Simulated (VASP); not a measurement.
# Ru4N in VASP: relaxation of the atoms with PBE

Aim: the relaxation of the atoms of Ru4N with PBE.

Everything below comes from runs of VASP 6.6.1. Logs are shortened: lines on timing, memory, paths and dates and some standing lists are left out, and cuts for length are marked.

## Step 1: The cell of the first run

The cell holds a slab with vacuum, 5 atoms: a = 2.720 Å, b = 2.720 Å, c = 21.866 Å, α = 90.00°, β = 90.00°, γ = 120.00°.

## Step 2: Relaxation of the atoms, PBE

Contents of INCAR:

```
ALGO     = Normal         # electronic algorithm
DIPOL    = 0.5 0.5 0.367
EDIFF    = 1E-7           # SCF threshold, eV
EDIFFG   = -0.025         # ionic threshold
ENCUT    = 520            # plane-wave cutoff, eV
GGA      = PE             # functional
GGA_COMPAT= F            
IBRION   = 2              # ionic algorithm
IDIPOL   = 3            
ISIF     = 2              # what is computed and relaxed
ISMEAR   = 0              # smearing method
LASPH    = T              # aspherical terms in the spheres
LCHARG   = F              # write CHGCAR
LDIPOL   = T            
LREAL    = F              # projectors in reciprocal space
LWAVE    = F              # write WAVECAR
NELM     = 120            # most SCF steps
NELMDL   = -8           
NELMIN   = 4            
NSW      = 36             # ionic steps
PREC     = Accurate       # precision mode
SIGMA    = 0.1            # smearing width, eV
```

Contents of KPOINTS:

```
k-points
0
Gamma
  12 12 1
```

Contents of POSCAR:

```
Ru4N
1.0
    2.7197977464      0.0000000000      0.0000000000
   -1.3598988732      2.3554139415      0.0000000000
    0.0000000000      0.0000000000     21.8663388848
Ru N
4 1
Selective dynamics
Direct
    0.6666666667      0.3333333333      0.1829295714  F F F
    0.3333333333      0.6666666667      0.2811778375  F F F
    0.6666666667      0.3333333333      0.3790816284  F F F
    0.3333333333      0.6666666667      0.4740774823  F F F
    0.6666666667      1.3333333333      0.5198098751  F F T
```

Potentials or basis: VASP PAW PBE potentials, release 64 (Ru_pv, N).

Launch:

```sh
$ cat potpaw_PBE.64/Ru_pv/POTCAR potpaw_PBE.64/N/POTCAR > POTCAR
$ mpirun -np 1 vasp_std > vasp.out
```

OUTCAR:

```text
EDIFF = 1E-7
   EDIFFG = -0.025
   ENCUT = 520
   GGA = PE
   IBRION = 2
   ISIF = 2
   ISMEAR = 0
   LASPH = T
   LREAL = F
   NELM = 120
   NELMDL = -8
   NELMIN = 4
   NSW = 36
   PREC = Accurate

 ion  position               nearest neighbor table
   1  0.667  0.333  0.183-   2 2.66   2 2.66   2 2.66
   2  0.333  0.667  0.281-   3 2.65   3 2.65   3 2.65   1 2.66   1 2.66   1 2.66
   3  0.667  0.333  0.379-   4 2.60   4 2.60   4 2.60   2 2.65   2 2.65   2 2.65
   4  0.333  0.667  0.474-   5 1.86   5 1.86   5 1.86   3 2.60   3 2.60   3 2.60
   5  0.667  0.333  0.520-   4 1.86   4 1.86   4 1.86

  LATTYP: Found a hexagonal cell.
 ALAT       =     2.7197977464
 C/A-ratio  =     8.0396929933

  Lattice vectors:

 A1 = (   2.7197977464,   0.0000000000,   0.0000000000)
 A2 = (  -1.3598988732,   2.3554139415,   0.0000000000)
 A3 = (   0.0000000000,   0.0000000000,  21.8663388848)

Analysis of symmetry for initial positions (statically):
=====================================================================
 Subroutine PRICEL returns:
 Original cell was already a primitive cell.

 Routine SETGRP: Setting up the symmetry group for a
 hexagonal supercell.

 Subroutine GETGRP returns: Found  6 space group operations
 (whereof  6 operations were pure point group operations)
 out of a pool of 24 trial point group operations.

The static configuration has the point symmetry C_3v.

Analysis of symmetry for dynamics (positions and initial velocities):
=====================================================================
 Subroutine PRICEL returns:
 Original cell was already a primitive cell.

 Routine SETGRP: Setting up the symmetry group for a
 hexagonal supercell.

 Subroutine GETGRP returns: Found  6 space group operations
 (whereof  6 operations were pure point group operations)
 out of a pool of 24 trial point group operations.

The dynamic configuration has the point symmetry C_3v.

Analysis of constrained symmetry for selective dynamics:
=====================================================================
 Subroutine PRICEL returns:
 Original cell was already a primitive cell.

 Routine SETGRP: Setting up the symmetry group for a
 hexagonal supercell.

 Subroutine GETGRP returns: Found  6 space group operations
 (whereof  6 operations were pure point group operations)
 out of a pool of 24 trial point group operations.

The constrained configuration has the point symmetry C_3v.

[... 124 lines left out ...]
   LHFCALC =     F    Hartree Fock is set to
   AEXX    =    0.0000 exact exchange contribution
   IVDW    =     0    specifies the selected vdW correction
   LEPSILON=     F    determine dielectric tensor
   LRPA    =     F    only Hartree local field effects (RPA)
 conjugate gradient relaxation of ions
 non-spin polarized calculation
 Gauss-broadening in eV      SIGMA  =   0.10
  energy-cutoff  :      520.00
  volume of cell :      140.08
 maximum number of plane-waves:      3813
   NGX = 11   NGY = 11   NGZ = 81

--------------------------------------- Ionic step        1  -------------------------------------------

 number of electron      61.0000020 magnetization

 Free energy of the ion-electron system (eV)
  ---------------------------------------------------
  ext. energy  EPLUGINS =         0.00000000
  ---------------------------------------------------
  free energy    TOTEN  =       -42.33670222 eV

  energy without entropy =      -42.30623752  energy(sigma->0) =      -42.32146987

------------------------ aborting loop because EDIFF is reached ----------------------------------------

  FORCE on cell =-STRESS in cart. coord.  units (eV):
  Direction    XX          YY          ZZ          XY          YZ          ZX
  --------------------------------------------------------------------------------------
  -------------------------------------------------------------------------------------
  Total        6.4639815      6.4639815      6.3173153      0.0000000     -0.0000000      0.0000000
  in kB       73.9317122     73.9317122     72.2542194      0.0000000     -0.0000000      0.0000000
  external PRESSURE =      73.3725479 kB  Pullay stress =       0.0000000 kB
[... 20 lines left out ...]
  FREE ENERGIE OF THE ION-ELECTRON SYSTEM (eV)
  ---------------------------------------------------
  free  energy   TOTEN  =       -42.3367022183 eV

  energy  without entropy=      -42.3062375240  energy(sigma->0) =      -42.32146987

 dipolmoment           0.000000      0.000000     -0.077961 electrons x Angstroem

--------------------------------------- Ionic step        2  -------------------------------------------

 number of electron      61.0000020 magnetization

------------------------ aborting loop because EDIFF is reached ----------------------------------------
[... 73 lines left out ...]
--------------------------------------- Ionic step        4  -------------------------------------------

 number of electron      61.0000019 magnetization

 dipolmoment           0.000000      0.000000      0.074716 electrons x Angstroem

 Free energy of the ion-electron system (eV)
  ---------------------------------------------------
  ext. energy  EPLUGINS =         0.00000000
  ---------------------------------------------------
  free energy    TOTEN  =       -42.67487109 eV

  energy without entropy =      -42.64235410  energy(sigma->0) =      -42.65861259

 E-fermi :   1.8564     XC(G=0):  -6.8307

 val. band max:        1.8532096847   @ k =   0.3333   0.0833   0.0000
 cond. band min:       1.8708219718   @ k =   0.3333   0.3333   0.0000
 fundamental gap:      0.0176122871
 Fermi energy:         1.8564370308

 k-point     1 :       0.0000    0.0000    0.0000
  band No.  band energies     occupation
      1     -42.1989      2.00000
      2     -41.7020      2.00000
      3     -41.7020      2.00000
      4     -41.6236      2.00000
      5     -41.1495      2.00000
      6     -40.9772      2.00000
[... 730 lines left out ...]
     35       4.2408      0.00000
     36       5.5016      0.00000

------------------------ aborting loop because EDIFF is reached ----------------------------------------

 vacuum level on the upper side and lower side of the slab       (xc-potential included)         1.021        -1.132

  FORCE on cell =-STRESS in cart. coord.  units (eV):
  Direction    XX          YY          ZZ          XY          YZ          ZX
  --------------------------------------------------------------------------------------
  -------------------------------------------------------------------------------------
  Total        0.8215570      0.8215570      2.3973659      0.0000000     -0.0000000      0.0000000
  in kB        9.3965486      9.3965486     27.4198442      0.0000000     -0.0000000      0.0000000
  external PRESSURE =      15.4043138 kB  Pullay stress =       0.0000000 kB
[... 20 lines left out ...]
  FREE ENERGIE OF THE ION-ELECTRON SYSTEM (eV)
  ---------------------------------------------------
  free  energy   TOTEN  =       -42.6748710866 eV

  energy  without entropy=      -42.6423541006  energy(sigma->0) =      -42.65861259

 reached required accuracy - stopping structural energy minimisation

 vacuum level on the upper side and lower side of the slab         9.016         6.831
```

CONTCAR:

```text
Ru4N
   1.00000000000000
     2.7197977463999998    0.0000000000000000    0.0000000000000000
    -1.3598988731999999    2.3554139415000002    0.0000000000000000
     0.0000000000000000    0.0000000000000000   21.8663388848000011
  Ru              N
     4     1
Selective dynamics
Direct
     0.6666666667000030    0.3333333332999970    0.1829295714000025   F   F   F
     0.3333333332999970    0.6666666667000030    0.2811778375000031   F   F   F
     0.6666666667000030    0.3333333332999970    0.3790816284000016   F   F   F
     0.3333333332999970    0.6666666667000030    0.4740774822999967   F   F   F
     0.6666666667000030    0.3333333332999970    0.5292687766798698   F   F   T

  0.00000000E+00  0.00000000E+00  0.00000000E+00
  0.00000000E+00  0.00000000E+00  0.00000000E+00
  0.00000000E+00  0.00000000E+00  0.00000000E+00
  0.00000000E+00  0.00000000E+00  0.00000000E+00
  0.00000000E+00  0.00000000E+00  0.00000000E+00
```

Wall time 14 min (1 thread of Intel Xeon 8259CL, shared host); peak memory 0.3 GiB.

What came out:

- Free energy: -42.6749 eV
- Energy gained by relaxing: 67.6 meV/atom
- Ionic steps: 4
- Band gap on the k mesh: zero (an odd number of electrons rules out a gap without spin polarisation)

The path:
```
step  energy change (eV)  largest force on free atoms (eV/Å)  pressure (GPa)
   1              0.0000                              3.5203            7.34
   2             -0.3295                              0.4769            2.45
   3             -0.3379                              0.0797            1.69
   4             -0.3382                              0.0043            1.54
```

Final structure:
```
Ru N
1.0
     2.71980    0.00000    0.00000
    -1.35990    2.35541    0.00000
     0.00000    0.00000   21.86634
Ru N
4 1
Direct
  0.66667 0.33333 0.18293
  0.33333 0.66667 0.28118
  0.66667 0.33333 0.37908
  0.33333 0.66667 0.47408
  0.66667 0.33333 0.52927
```

Levels at points of the mesh, in eV from the Fermi level:
```
           k point  band 28  band 29  band 30  band 31  band 32  band 33
(0.00, 0.00, 0.00)    -1.84    -1.84    -1.40    -0.48    -0.48    -0.07
(0.50, 0.00, 0.00)    -0.49     0.37     1.01     1.03     1.33     1.35
```
